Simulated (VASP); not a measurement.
The system is Mo.

```
Mo
1.0
     2.61761    0.00000    0.00000
     0.00000    2.61761    0.00000
     0.00000    0.00000    2.61761
Mo
1
Direct
  0.00000 0.00000 0.00000
```

Base run:

- Program: VASP 6.6.1
- Functional: RPBE
- Potentials or basis: VASP PAW PBE potentials, release 64 (Mo_sv)
- Cutoff: 520 eV
- k mesh: 13 × 13 × 13
- Occupations: fermi-dirac, width 0.1 eV
- Spin: no spin polarisation

Its results: band gap on the k mesh zero (band 7 reaches 11.88 eV, above the bottom of band 8 at 9.86 eV); pressure -0.5 GPa.

The run is repeated on the same cell with these changes: k mesh from 13 × 13 × 13 to 20 × 20 × 20; further incar settings from ALGO = Normal; EDIFF = 1e-06; NBANDS = 13 to ALGO = Normal; EDIFF = 1e-07; NBANDS = 13. What comes out?

Band gap on the k mesh zero (band 7 reaches 11.99 eV, above the bottom of band 8 at 9.41 eV); pressure 0.2 GPa.

Caveats: the PAW data sets were made with another functional, which shifts forces and pressure a little.
